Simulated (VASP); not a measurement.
# Sc (Pm-3m) in VASP: single point with LDA

Aim: the single point of Sc with LDA.

Program: VASP 6.6.1. These are calculated values, not measurements. Logs are shortened: lines on timing, memory, paths and dates and some standing lists are left out, and cuts for length are marked.

## Step 1: The cell of the first run

Symmetry: Pm-3m, No. 221, cubic system. The conventional cell has a = 4.465 Å, b = 4.465 Å, c = 4.465 Å, α = 90.00°, β = 90.00°, γ = 90.00°. Within 4.2 Å of Sc (site symmetry 4/mmm) lie 8 Sc at 3.16 Å.

## Step 2: Single point, LDA

INCAR

```
PREC = Accurate
ENCUT = 500
EDIFF = 1E-6
ISMEAR = -1
SIGMA = 0.05
LREAL = False
LASPH = True
NELM = 120
ALGO = Normal
ISIF = 2
LWAVE = False
LCHARG = False
NBANDS = 24
GGA_COMPAT = False
```

KPOINTS

```
regular mesh
0
Gamma
  5 5 5
```

POSCAR

```
Sc
1.0
    4.4646510000      0.0000000000      0.0000000000
    0.0000000000      4.4646510000      0.0000000000
    0.0000000000      0.0000000000      4.4646510000
Sc
3
Direct
    0.0000000000      0.5000000000      0.5000000000
    0.5000000000      0.0000000000      0.5000000000
    0.5000000000      0.5000000000      0.0000000000
```

Potentials or basis: VASP PAW LDA potentials, release 64 (Sc_sv).

Run with:

```console
> cat potpaw_LDA.64/Sc_sv/POTCAR > POTCAR
> mpirun -np 1 vasp_std > vasp.out
```

OUTCAR:

```text
PREC = Accurate
   ENCUT = 500
   EDIFF = 1E-6
   ISMEAR = -1
   LREAL = False
   LASPH = True
   NELM = 120
   ISIF = 2

 ion  position               nearest neighbor table
   1  0.000  0.500  0.500-   2 3.16   3 3.16   3 3.16   2 3.16   2 3.16   3 3.16   3 3.16   2 3.16

   2  0.500  0.000  0.500-   1 3.16   3 3.16   3 3.16   1 3.16   3 3.16   3 3.16   1 3.16   1 3.16

   3  0.500  0.500  0.000-   1 3.16   2 3.16   1 3.16   2 3.16   2 3.16   2 3.16   1 3.16   1 3.16

  LATTYP: Found a simple cubic cell.
 ALAT       =     4.4646510000

  Lattice vectors:

 A1 = (   4.4646510000,   0.0000000000,   0.0000000000)
 A2 = (   0.0000000000,   4.4646510000,   0.0000000000)
 A3 = (   0.0000000000,   0.0000000000,   4.4646510000)

Analysis of symmetry for initial positions (statically):
=====================================================================
 Subroutine PRICEL returns:
 Original cell was already a primitive cell.

 Routine SETGRP: Setting up the symmetry group for a
 simple cubic supercell.

 Subroutine GETGRP returns: Found 48 space group operations
[... 9 lines left out ...]

 Routine SETGRP: Setting up the symmetry group for a
 simple cubic supercell.

 Subroutine GETGRP returns: Found 48 space group operations
[... 11 lines left out ...]
                                     Primitive cell

  volume of cell :      88.9944

  direct lattice vectors                    reciprocal lattice vectors
     4.464651000  0.000000000  0.000000000     0.223981673  0.000000000  0.000000000
     0.000000000  4.464651000  0.000000000     0.000000000  0.223981673  0.000000000
     0.000000000  0.000000000  4.464651000     0.000000000  0.000000000  0.223981673

  length of vectors
     4.464651000  4.464651000  4.464651000     0.223981673  0.223981673  0.223981673

  position of ions in fractional coordinates (direct lattice)
     0.000000000  0.500000000  0.500000000
     0.500000000  0.000000000  0.500000000
     0.500000000  0.500000000  0.000000000

  ion indices of the primitive-cell ions
   primitive index   ion index
                 1           1
                 2           2
                 3           3

----------------------------------------------------------------------------------------

 KPOINTS: regular mesh

Automatic generation of k-mesh.
 Grid dimensions read from file:
 generate k-points for:    5    5    5

 Generating k-lattice:

  Cartesian coordinates                     Fractional coordinates (reciprocal lattice)
     0.044796335  0.000000000  0.000000000     0.200000000  0.000000000  0.000000000
     0.000000000  0.044796335  0.000000000     0.000000000  0.200000000  0.000000000
     0.000000000  0.000000000  0.044796335     0.000000000  0.000000000  0.200000000

  Length of vectors
     0.044796335  0.044796335  0.044796335

  Shift w.r.t. Gamma in fractional coordinates (k-lattice)
     0.000000000  0.000000000  0.000000000

 Subroutine IBZKPT returns following result:
 ===========================================

 Found     10 irreducible k-points:

 Following reciprocal coordinates:
            Coordinates               Weight
  0.000000  0.000000  0.000000      1.000000
  0.200000  0.000000  0.000000      6.000000
  0.400000  0.000000  0.000000      6.000000
  0.200000  0.200000  0.000000     12.000000
  0.400000  0.200000  0.000000     24.000000
  0.400000  0.400000  0.000000     12.000000
  0.200000  0.200000  0.200000      8.000000
  0.400000  0.200000  0.200000     24.000000
  0.400000  0.400000  0.200000     24.000000
  0.400000  0.400000  0.400000      8.000000
   k-points           NKPTS =     10   k-points in BZ     NKDIM =     10   number of bands    NBANDS=     24
   number of dos      NEDOS =    301   number of ions     NIONS =      3
   total plane-waves  NPLWV =  46656
   dimension x,y,z NGX =    36 NGY =   36 NGZ =   36
   dimension x,y,z NGXF=    72 NGYF=   72 NGZF=   72
   ions per type =               3
   NGX,Y,Z   is equivalent  to a cutoff of  13.40, 13.40, 13.40 a.u.
   NGXF,Y,Z  is equivalent  to a cutoff of  26.81, 26.81, 26.81 a.u.
 SYSTEM =  unknown system
   PREC   = accura    normal or accurate (medium, high low for compatibility)
   ISTART =      0    job   : 0-new  1-cont  2-samecut
   ICHARG =      2    charge: 1-file 2-atom 10-const
   ISPIN  =      1    spin polarized calculation?
   LNONCOLLINEAR =      F non collinear calculations
   LSORBIT =      F    spin-orbit coupling
   LASPH  =      T    aspherical Exc in radial PAW
   ENCUT  =  500.0 eV  36.75 Ry    6.06 a.u.   8.14  8.14  8.14*2*pi/ulx,y,z
   NELM   =    120;   NELMIN=  2; NELMDL= -5     # of ELM steps
   EDIFF  = 0.1E-05   stopping-criterion for ELM
   LREAL  =      F    real-space projection
   EDIFFG = 0.1E-04   stopping-criterion for IOM
   NSW    =      0    number of steps for IOM
   IBRION =     -1    ionic relax: 0-MD 1-quasi-New 2-CG
   NFREE  =      0    steps in history (QN), initial steepest desc. (CG)
   ISIF   =      2    stress and relaxation
   ISYM   =      2    0-nonsym 1-usesym 2-fastsym
   POTIM  = 0.5000    time-step for ionic-motion
   TEBEG  =    0.0;   TEEND  =   0.0 temperature during run
   PSTRESS=    0.0 pullay stress
   NELECT =      33.0000    total number of electrons
   NUPDOWN=      -1.0000    fix difference up-down
   EMIN   =  10.00;   EMAX   =-10.00  energy-range for DOS
   EFERMI =   0.00;   METHOD = LEGACY
   ISMEAR =    -1;   SIGMA  =   0.05  broadening in eV -4-tet -1-fermi 0-gaus
   EFERMI_NEDOS =   21; number of points for ismear=-14 and -15
   IALGO  =     38    algorithm
   IMIX   =      4    mixing-type and parameters
     AMIX     =   0.40;   BMIX     =  1.00
     AMIX_MAG =   1.60;   BMIX_MAG =  1.00
  volume/ion in A,a.u.               =      29.66       200.19
  Fermi-wavevector in a.u.,A,eV,Ry     =   1.176139  2.222580 18.820977  1.383303
  Thomas-Fermi vector in A             =   2.312508
   LORBIT       =      0    0 simple, 1 ext, 2 COOP (PROOUT), +10 PAW based schemes
   GGA     = CA    functional components
   LHFCALC =     F    Hartree Fock is set to
   AEXX    =    0.0000 exact exchange contribution
   IVDW    =     0    specifies the selected vdW correction
   LEPSILON=     F    determine dielectric tensor
   LRPA    =     F    only Hartree local field effects (RPA)
 non-spin polarized calculation
  energy-cutoff  :      500.00
  volume of cell :       88.99
 maximum number of plane-waves:      2301
 NGX is ok and might be reduce to    36
   NGX = 17   NGY = 17   NGZ = 17

 number of electron      32.9999997 magnetization

 Free energy of the ion-electron system (eV)
  ---------------------------------------------------
  ext. energy  EPLUGINS =         0.00000000
  ---------------------------------------------------
  free energy    TOTEN  =       -17.81250120 eV

  energy without entropy =      -17.73860130  energy(sigma->0) =      -17.77555125

 E-fermi :   2.4106     XC(G=0):  -9.2643

 val. band max:        2.3955484698   @ k =   0.4000   0.0000   0.0000
 cond. band min:       2.4127201839   @ k =   0.4000   0.2000   0.0000
 fundamental gap:      0.0171717140
 Fermi energy:         2.4105923604

 k-point     1 :       0.0000    0.0000    0.0000
  band No.  band energies     occupation
      1     -46.6538      2.00000
      2     -46.5599      2.00000
      3     -46.5599      2.00000
      4     -25.7706      2.00000
      5     -25.7706      2.00000
      6     -25.7706      2.00000
[... 16 lines left out ...]
     23       5.3715      0.00000
     24       5.3715      0.00000

 k-point     2 :       0.2000    0.0000    0.0000
  band No.  band energies     occupation
      1     -46.6459      2.00000
      2     -46.5677      2.00000
      3     -46.5598      2.00000
      4     -25.7509      2.00000
      5     -25.7509      2.00000
      6     -25.7411      2.00000
[... 16 lines left out ...]
     23       4.6379      0.00000
     24       5.1703      0.00000

 k-point     3 :       0.4000    0.0000    0.0000
  band No.  band energies     occupation
      1     -46.6276      2.00000
      2     -46.5860      2.00000
      3     -46.5596      2.00000
      4     -25.7091      2.00000
      5     -25.7091      2.00000
      6     -25.6705      2.00000
[... 16 lines left out ...]
     23       4.3545      0.00000
     24       4.5604      0.00000

 k-point     4 :       0.2000    0.2000    0.0000
  band No.  band energies     occupation
      1     -46.6387      2.00000
      2     -46.5706      2.00000
      3     -46.5640      2.00000
      4     -25.7615      2.00000
      5     -25.7308      2.00000
      6     -25.6958      2.00000
[... 16 lines left out ...]
     23       4.8304      0.00000
     24       4.9569      0.00000

 k-point     5 :       0.4000    0.2000    0.0000
  band No.  band energies     occupation
      1     -46.6214      2.00000
      2     -46.5860      2.00000
      3     -46.5655      2.00000
      4     -25.7323      2.00000
      5     -25.6874      2.00000
      6     -25.6765      2.00000
[... 16 lines left out ...]
     23       4.1768      0.00000
     24       4.5573      0.00000

 k-point     6 :       0.4000    0.4000    0.0000
  band No.  band energies     occupation
      1     -46.6062      2.00000
      2     -46.5879      2.00000
      3     -46.5786      2.00000
      4     -25.7633      2.00000
      5     -25.6855      2.00000
      6     -25.6384      2.00000
[... 16 lines left out ...]
     23       4.2832      0.00000
     24       4.6234      0.00000

 k-point     7 :       0.2000    0.2000    0.2000
  band No.  band energies     occupation
      1     -46.6321      2.00000
      2     -46.5705      2.00000
      3     -46.5705      2.00000
      4     -25.7807      2.00000
      5     -25.6959      2.00000
      6     -25.6959      2.00000
[... 16 lines left out ...]
     23       4.9631      0.00000
     24       4.9667      0.00000

 k-point     8 :       0.4000    0.2000    0.2000
  band No.  band energies     occupation
      1     -46.6163      2.00000
      2     -46.5861      2.00000
      3     -46.5703      2.00000
      4     -25.7615      2.00000
      5     -25.7024      2.00000
      6     -25.6976      2.00000
[... 16 lines left out ...]
     23       4.6989      0.00000
     24       4.7662      0.00000

 k-point     9 :       0.4000    0.4000    0.2000
  band No.  band energies     occupation
      1     -46.6035      2.00000
      2     -46.5878      2.00000
      3     -46.5811      2.00000
      4     -25.7730      2.00000
      5     -25.7492      2.00000
      6     -25.7035      2.00000
[... 16 lines left out ...]
     23       4.2058      0.00000
     24       4.7661      0.00000

 k-point    10 :       0.4000    0.4000    0.4000
  band No.  band energies     occupation
      1     -46.5966      2.00000
      2     -46.5876      2.00000
      3     -46.5876      2.00000
      4     -25.8175      2.00000
      5     -25.7579      2.00000
      6     -25.7579      2.00000
[... 16 lines left out ...]
     23       3.8036      0.00000
     24       4.7998      0.00000

------------------------ aborting loop because EDIFF is reached ----------------------------------------

  FORCE on cell =-STRESS in cart. coord.  units (eV):
  Direction    XX          YY          ZZ          XY          YZ          ZX
  --------------------------------------------------------------------------------------
  -------------------------------------------------------------------------------------
  Total       -2.3575218     -2.3575218     -2.3575218      0.0000000      0.0000000     -0.0000000
  in kB      -42.4427735    -42.4427735    -42.4427735      0.0000000      0.0000000     -0.0000000
  external PRESSURE =     -42.4427735 kB  Pullay stress =       0.0000000 kB

 VOLUME and BASIS-vectors are now :
 -----------------------------------------------------------------------------
  energy-cutoff  :      500.00
  volume of cell :       88.99
      direct lattice vectors                 reciprocal lattice vectors
     4.464651000  0.000000000  0.000000000     0.223981673  0.000000000  0.000000000
     0.000000000  4.464651000  0.000000000     0.000000000  0.223981673  0.000000000
     0.000000000  0.000000000  4.464651000     0.000000000  0.000000000  0.223981673

 POSITION                                       TOTAL-FORCE (eV/Angst)
 -----------------------------------------------------------------------------------
      0.00000      2.23233      2.23233         0.000000      0.000000      0.000000
      2.23233      0.00000      2.23233         0.000000      0.000000      0.000000
      2.23233      2.23233      0.00000         0.000000      0.000000      0.000000
 -----------------------------------------------------------------------------------
    total drift:                                0.000000      0.000000      0.000000

  FREE ENERGIE OF THE ION-ELECTRON SYSTEM (eV)
  ---------------------------------------------------
  free  energy   TOTEN  =       -17.8125012045 eV

  energy  without entropy=      -17.7386012999  energy(sigma->0) =      -17.77555125
```

It took 25 s on 1 thread of Intel Xeon 8259CL, shared host; peak memory 0.17 GiB.

What came out:

| Quantity | Value |
| --- | --- |
| Free energy | -17.8125 eV |
| Pressure | -4.2 GPa |
